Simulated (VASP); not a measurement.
# Hf7N (R-3) in VASP: relaxation of cell and atoms with PBE

Aim: the relaxation of cell and atoms of Hf7N with PBE.

All numbers are computed with VASP 6.6.1; they aren't measurements. Logs are shortened: lines on timing, memory, paths and dates and some standing lists are left out, and cuts for length are marked.

### Step 1. The cell of the first run

It takes space group R-3 (No. 148, trigonal). Conventional cell: a = 8.450 Å, b = 8.450 Å, c = 7.600 Å, α = 90.00°, β = 90.00°, γ = 120.00°. Hf (site symmetry 1) has 1 N at 2.24 Å within 3.0 Å. Hf (site symmetry -3) has 12 Hf at 3.13 to 3.19 Å and 2 N at 3.80 Å within 4.1 Å. N (site symmetry -3) has 6 Hf at 2.24 Å within 3.0 Å.

### Step 2. Relaxation of cell and atoms, PBE

The input, INCAR:

```
SYSTEM = Hf7N
PREC = Accurate
ENCUT = 600
EDIFF = 1E-6
ISMEAR = 0
SIGMA = 0.2
LREAL = .False.
LASPH = .True.
NELM = 100
ALGO = Normal
ISIF = 3
LWAVE = .False.
LCHARG = .False.
GGA = PE
IBRION = 2
NSW = 36
EDIFFG = -0.08
```

The input, KPOINTS:

```
regular mesh
0
Gamma
  3 3 3
  0 0 0
```

The input, POSCAR:

```
Hf7N
1.0
    4.2250000000      2.4393048900      2.5333333300
   -4.2250000000      2.4393048900      2.5333333300
    0.0000000000     -4.8786097700      2.5333333300
Hf N
7 1
Direct
    0.2143000000      0.3571000000      0.9286000000
    0.9286000000      0.2143000000      0.3571000000
    0.6429000000      0.0714000000      0.7857000000
    0.0714000000      0.7857000000      0.6429000000
    0.7857000000      0.6429000000      0.0714000000
    0.3571000000      0.9286000000      0.2143000000
    0.5000000000      0.5000000000      0.5000000000
    0.0000000000      0.0000000000      0.0000000000
```

Potentials or basis: VASP PAW PBE potentials, release 64 (Hf_pv, N).

Launch:

```console
cat potpaw_PBE.64/Hf_pv/POTCAR potpaw_PBE.64/N/POTCAR > POTCAR
mpirun -np 1 vasp_std > vasp.out
```

OUTCAR:

```text
SYSTEM = Hf7N
   PREC = Accurate
   ENCUT = 600
   EDIFF = 1E-6
   ISMEAR = 0
   LREAL = .False.
   LASPH = .True.
   NELM = 100
   ISIF = 3
   GGA = PE
   IBRION = 2
   NSW = 36
   EDIFFG = -0.08

 ion  position               nearest neighbor table
   1  0.214  0.357  0.929-   8 2.24   7 3.13   4 3.13   3 3.13   5 3.13   2 3.13   6 3.13   2 3.19
                             6 3.19   7 3.19   4 3.19   3 3.19   5 3.19
   2  0.929  0.214  0.357-   8 2.24   3 3.13   5 3.13   7 3.13   4 3.13   1 3.13   6 3.13   1 3.19
                             6 3.19   3 3.19   5 3.19   7 3.19   4 3.19
   3  0.643  0.071  0.786-   8 2.24   2 3.13   7 3.13   1 3.13   6 3.13   5 3.13   4 3.13   5 3.19
                             4 3.19   2 3.19   7 3.19   1 3.19   6 3.19
   4  0.071  0.786  0.643-   8 2.24   6 3.13   1 3.13   7 3.13   2 3.13   5 3.13   3 3.13   5 3.19
                             3 3.19   6 3.19   1 3.19   7 3.19   2 3.19
   5  0.786  0.643  0.071-   8 2.24   7 3.13   2 3.13   6 3.13   1 3.13   4 3.13   3 3.13   4 3.19
                             3 3.19   7 3.19   2 3.19   6 3.19   1 3.19
   6  0.357  0.929  0.214-   8 2.24   4 3.13   7 3.13   5 3.13   3 3.13   1 3.13   2 3.13   1 3.19
                             2 3.19   4 3.19   7 3.19   5 3.19   3 3.19
   7  0.500  0.500  0.500-   5 3.13   1 3.13   3 3.13   6 3.13   4 3.13   2 3.13   5 3.19   1 3.19
                             6 3.19   3 3.19   4 3.19   2 3.19
   8  0.000  0.000  0.000-   2 2.24   4 2.24   3 2.24   6 2.24   5 2.24   1 2.24

  LATTYP: Found a trigonal (rhomboedric) cell.
 ALAT       =     5.4971457237
 COS(alpha) =    -0.1814325243

  Lattice vectors:

 A1 = (   4.2250000000,   2.4393048900,   2.5333333300)
 A2 = (  -4.2250000000,   2.4393048900,   2.5333333300)
 A3 = (   0.0000000000,  -4.8786097700,   2.5333333300)

Analysis of symmetry for initial positions (statically):
=====================================================================
 Subroutine PRICEL returns:
 Original cell was already a primitive cell.

 Routine SETGRP: Setting up the symmetry group for a
 trigonal (rhombohedral) supercell.

 Subroutine GETGRP returns: Found  6 space group operations
 (whereof  6 operations were pure point group operations)
 out of a pool of 12 trial point group operations.

The static configuration has the point symmetry S_6 .

Analysis of symmetry for dynamics (positions and initial velocities):
=====================================================================
 Subroutine PRICEL returns:
 Original cell was already a primitive cell.

 Routine SETGRP: Setting up the symmetry group for a
 trigonal (rhombohedral) supercell.

 Subroutine GETGRP returns: Found  6 space group operations
 (whereof  6 operations were pure point group operations)
 out of a pool of 12 trial point group operations.

The dynamic configuration has the point symmetry S_6 .

 Subroutine INISYM returns: Found  6 space group operations
 (whereof  6 operations are pure point group operations),
 and found     1 'primitive' translations

----------------------------------------------------------------------------------------

                                     Primitive cell

  volume of cell :     156.6522

  direct lattice vectors                    reciprocal lattice vectors
     4.225000000  2.439304890  2.533333330     0.118343195  0.068325476  0.131578947
    -4.225000000  2.439304890  2.533333330    -0.118343195  0.068325476  0.131578947
     0.000000000 -4.878609770  2.533333330     0.000000000 -0.136650951  0.131578948

  length of vectors
     5.497145724  5.497145724  5.497145718     0.189701086  0.189701086  0.189701086

  position of ions in fractional coordinates (direct lattice)
     0.214300000  0.357100000  0.928600000
     0.928600000  0.214300000  0.357100000
     0.642900000  0.071400000  0.785700000
     0.071400000  0.785700000  0.642900000
     0.785700000  0.642900000  0.071400000
     0.357100000  0.928600000  0.214300000
     0.500000000  0.500000000  0.500000000
     0.000000000  0.000000000  0.000000000

  ion indices of the primitive-cell ions
   primitive index   ion index
                 1           1
                 2           2
                 3           3
                 4           4
                 5           5
                 6           6
                 7           7
                 8           8

----------------------------------------------------------------------------------------

 KPOINTS: regular mesh

Automatic generation of k-mesh.
 Grid dimensions read from file:
 generate k-points for:    3    3    3

 Generating k-lattice:

  Cartesian coordinates                     Fractional coordinates (reciprocal lattice)
     0.039447732  0.022775159  0.043859649     0.333333333  0.000000000 -0.000000000
    -0.039447732  0.022775159  0.043859649     0.000000000  0.333333333 -0.000000000
     0.000000000 -0.045550317  0.043859649    -0.000000000 -0.000000000  0.333333333

  Length of vectors
     0.063233695  0.063233695  0.063233695

  Shift w.r.t. Gamma in fractional coordinates (k-lattice)
     0.000000000  0.000000000  0.000000000

 Subroutine IBZKPT returns following result:
 ===========================================

 Found      6 irreducible k-points:

 Following reciprocal coordinates:
            Coordinates               Weight
  0.000000  0.000000  0.000000      1.000000
  0.333333 -0.000000 -0.000000      6.000000
  0.333333  0.333333 -0.000000      6.000000
 -0.333333  0.333333  0.000000      6.000000
  0.333333  0.333333  0.333333      2.000000
 -0.333333  0.333333  0.333333      6.000000
   k-points           NKPTS =      6   k-points in BZ     NKDIM =      6   number of bands    NBANDS=     45
   number of dos      NEDOS =    301   number of ions     NIONS =      8
   total plane-waves  NPLWV = 110592
   dimension x,y,z NGX =    48 NGY =   48 NGZ =   48
   dimension x,y,z NGXF=    96 NGYF=   96 NGZF=   96
   ions per type =               7   1
   NGX,Y,Z   is equivalent  to a cutoff of  14.52, 14.52, 14.52 a.u.
   NGXF,Y,Z  is equivalent  to a cutoff of  29.03, 29.03, 29.03 a.u.
 SYSTEM =  Hf7N
   PREC   = accura    normal or accurate (medium, high low for compatibility)
   ISTART =      0    job   : 0-new  1-cont  2-samecut
   ICHARG =      2    charge: 1-file 2-atom 10-const
   ISPIN  =      1    spin polarized calculation?
   LNONCOLLINEAR =      F non collinear calculations
   LSORBIT =      F    spin-orbit coupling
   LASPH  =      T    aspherical Exc in radial PAW
   ENCUT  =  600.0 eV  44.10 Ry    6.64 a.u.  10.98 10.98 10.98*2*pi/ulx,y,z
   NELM   =    100;   NELMIN=  2; NELMDL= -5     # of ELM steps
   EDIFF  = 0.1E-05   stopping-criterion for ELM
   LREAL  =      F    real-space projection
   EDIFFG = -.8E-01   stopping-criterion for IOM
   NSW    =     36    number of steps for IOM
   IBRION =      2    ionic relax: 0-MD 1-quasi-New 2-CG
   NFREE  =      1    steps in history (QN), initial steepest desc. (CG)
   ISIF   =      3    stress and relaxation
   ISYM   =      2    0-nonsym 1-usesym 2-fastsym
   POTIM  = 0.5000    time-step for ionic-motion
   TEBEG  =    0.0;   TEEND  =   0.0 temperature during run
   PSTRESS=    0.0 pullay stress
   NELECT =      75.0000    total number of electrons
   NUPDOWN=      -1.0000    fix difference up-down
   EMIN   =  10.00;   EMAX   =-10.00  energy-range for DOS
   EFERMI =   0.00;   METHOD = LEGACY
   ISMEAR =     0;   SIGMA  =   0.20  broadening in eV -4-tet -1-fermi 0-gaus
   EFERMI_NEDOS =   21; number of points for ismear=-14 and -15
   IALGO  =     38    algorithm
   IMIX   =      4    mixing-type and parameters
     AMIX     =   0.40;   BMIX     =  1.00
     AMIX_MAG =   1.60;   BMIX_MAG =  1.00
  volume/ion in A,a.u.               =      19.58       132.14
  Fermi-wavevector in a.u.,A,eV,Ry     =   1.280707  2.420185 22.316418  1.640210
  Thomas-Fermi vector in A             =   2.413119
   LORBIT       =      0    0 simple, 1 ext, 2 COOP (PROOUT), +10 PAW based schemes
   GGA     = PE    functional components
   LHFCALC =     F    Hartree Fock is set to
   AEXX    =    0.0000 exact exchange contribution
   IVDW    =     0    specifies the selected vdW correction
   LEPSILON=     F    determine dielectric tensor
   LRPA    =     F    only Hartree local field effects (RPA)
 conjugate gradient relaxation of ions
 non-spin polarized calculation
 Gauss-broadening in eV      SIGMA  =   0.20
  energy-cutoff  :      600.00
  volume of cell :      156.65
 maximum number of plane-waves:      5240
 NGX is ok and might be reduce to    48
   NGX = 21   NGY = 21   NGZ = 21

--------------------------------------- Ionic step        1  -------------------------------------------

 number of electron      75.0000001 magnetization

 Free energy of the ion-electron system (eV)
  ---------------------------------------------------
  ext. energy  EPLUGINS =         0.00000000
  ---------------------------------------------------
  free energy    TOTEN  =       -80.96725607 eV

  energy without entropy =      -80.77998395  energy(sigma->0) =      -80.87362001

------------------------ aborting loop because EDIFF is reached ----------------------------------------

  FORCE on cell =-STRESS in cart. coord.  units (eV):
  Direction    XX          YY          ZZ          XY          YZ          ZX
  --------------------------------------------------------------------------------------
  -------------------------------------------------------------------------------------
  Total        1.2173328      1.2173328      6.6321940     -0.0000002      0.0000000      0.0000000
  in kB       12.4504060     12.4504060     67.8314995     -0.0000019      0.0000001      0.0000000
  external PRESSURE =      30.9107705 kB  Pullay stress =       0.0000000 kB
[... 321 lines left out ...]
  energy  without entropy=      -80.9467165545  energy(sigma->0) =      -81.03728620

--------------------------------------- Ionic step        9  -------------------------------------------

 number of electron      75.0000001 magnetization

 Free energy of the ion-electron system (eV)
  ---------------------------------------------------
  ext. energy  EPLUGINS =         0.00000000
  ---------------------------------------------------
  free energy    TOTEN  =       -81.13062603 eV

  energy without entropy =      -80.95022263  energy(sigma->0) =      -81.04042433

 E-fermi :   4.8803     XC(G=0): -11.3851

 val. band max:        4.8754980619   @ k =   0.0000   0.0000   0.0000
 cond. band min:       4.8921040424   @ k =   0.3333   0.3333  -0.0000
 fundamental gap:      0.0166059805
 Fermi energy:         4.8803347630

 k-point     1 :       0.0000    0.0000    0.0000
  band No.  band energies     occupation
      1     -25.9629      2.00000
      2     -25.7953      2.00000
      3     -25.7900      2.00000
      4     -25.7900      2.00000
      5     -25.7675      2.00000
      6     -25.7675      2.00000
[... 312 lines left out ...]
  FREE ENERGIE OF THE ION-ELECTRON SYSTEM (eV)
  ---------------------------------------------------
  free  energy   TOTEN  =       -81.1306260314 eV

  energy  without entropy=      -80.9502226335  energy(sigma->0) =      -81.04042433

 reached required accuracy - stopping structural energy minimisation
```

Wall time 5.5 min (1 thread of Intel Xeon 8259CL, shared host); peak memory 0.33 GiB.

Results:

```
Free energy                           : -81.1306 eV
Relaxed volume                        : 20.14 Å³/atom
Relaxed cell                          : a = 5.527 Å, b = 5.527 Å, c = 5.527 Å, α = 99.43°, β = 99.43°, γ = 99.43°
Space group after relaxing (to 0.1 Å) : R-3 (No. 148)
Energy gained by relaxing             : 20.4 meV/atom
Ionic steps                           : 9
Pressure after relaxing               : -0.1 GPa
Largest force after relaxing          : 0.030 eV/Å
Band gap on the k mesh                : zero (an odd number of electrons rules out a gap without spin polarisation)
```

Forces on the atoms (eV/Å):
```
Hf   0.006  0.025  0.015
Hf  -0.025 -0.007  0.015
Hf  -0.018  0.018 -0.015
Hf   0.025  0.007 -0.015
Hf  -0.006 -0.025 -0.015
Hf   0.018 -0.018  0.015
Hf   0.000  0.000  0.000
N    0.000  0.000  0.000
```

The path:
```tsv
step	energy change (eV)	largest force (eV/Å)	pressure (GPa)	volume (Å³)
1	0.0000	0.3392	3.09	156.65
2	-0.0708	0.3691	-3.68	165.32
3	-0.1003	0.3559	-1.44	162.21
4	-0.1444	0.1715	0.12	160.64
5	-0.1444	0.1676	0.17	160.58
6	-0.1546	0.1176	0.09	160.82
7	-0.1605	0.1098	-0.07	161.27
8	-0.1606	0.1033	-0.05	161.21
9	-0.1634	0.0297	-0.08	161.11
```

Final structure:
```cif
data_structure
_symmetry_space_group_name_H-M 'P 1'
_symmetry_Int_Tables_number 1
_cell_length_a 5.5269
_cell_length_b 5.5269
_cell_length_c 5.5269
_cell_angle_alpha 99.434
_cell_angle_beta 99.434
_cell_angle_gamma 99.434
_cell_volume 161.11
loop_
_atom_site_label
_atom_site_type_symbol
_atom_site_fract_x
_atom_site_fract_y
_atom_site_fract_z
_atom_site_occupancy
Hf1 Hf 0.21895 0.34824 0.92591 1
Hf2 Hf 0.92591 0.21895 0.34824 1
Hf3 Hf 0.65176 0.07408 0.78105 1
Hf4 Hf 0.07409 0.78105 0.65176 1
Hf5 Hf 0.78105 0.65176 0.07409 1
Hf6 Hf 0.34824 0.92592 0.21895 1
Hf7 Hf 0.50000 0.50000 0.50000 1
N1 N 0.00000 0.00000 0.00000 1
```

Levels at points of the mesh, in eV from the Fermi level:
```tsv
k point	band 34	band 35	band 36	band 37	band 38	band 39	band 40	band 41
(0.00, 0.00, 0.00)	-0.96	-0.71	-0.21	-0.21	-0.05	-0.05	0.00	0.53
```

Caveat: the k points lie up to 0.39 Å⁻¹ apart in the final cell, too coarse for converged energies and pressures of a metal; spin-orbit coupling is left out, which moves the levels of the heavy elements.
